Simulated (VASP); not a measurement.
A run of VASP 6.6.1 is set up as follows.

POSCAR

```
Os
1.0
    2.7170315059      0.0000000000      0.0000000000
   -1.3585157530      2.3530183070      0.0000000000
    0.0000000000      0.0000000000      4.2871939777
Os
2
Direct
    0.3333333333      0.6666666667      0.2500000000
    0.6666666667      0.3333333333      0.7500000000
```

File INCAR.step1:

```
SYSTEM = Os
PREC = Accurate
ENCUT = 520
ISMEAR = -1
SIGMA = 0.05
LREAL = .FALSE.
LASPH = .TRUE.
NELM = 100
NBANDS = 15
GGA = PE
ALGO = Normal
EDIFF = 1E-4
LWAVE = .TRUE.
LCHARG = .FALSE.
```

The input INCAR.step2:

```
SYSTEM = Os
PREC = Accurate
ENCUT = 520
EDIFF = 1E-6
ISMEAR = -1
SIGMA = 0.05
LREAL = .FALSE.
LASPH = .TRUE.
NELM = 100
ALGO = Normal
ISIF = 2
LWAVE = .FALSE.
LCHARG = .FALSE.
METAGGA = R2SCAN
LMIXTAU = .TRUE.
NBANDS = 15
ISTART = 1
```

The input KPOINTS:

```
regular mesh
0
G
  20 20 12
  0 0 0
```

Potentials or basis: VASP PAW PBE potentials, release 64 (Os).

Launch:

```sh
$ cat potpaw_PBE.64/Os/POTCAR > POTCAR
$ cp INCAR.step1 INCAR
$ mpirun -np 1 vasp_std > vasp.out
$ cp INCAR.step2 INCAR
$ mpirun -np 1 vasp_std > vasp.out
```

(1) Predict the band gap on the k mesh.

(2) What does it give for the pressure?

Answers

(1) zero (band 8 reaches 11.82 eV, above the bottom of band 9 at 7.56 eV).

(2) 11.3 GPa.

Caveat: the PAW data sets were made with another functional, which shifts forces and pressure a little; spin-orbit coupling is left out, which moves the levels of the heavy elements.
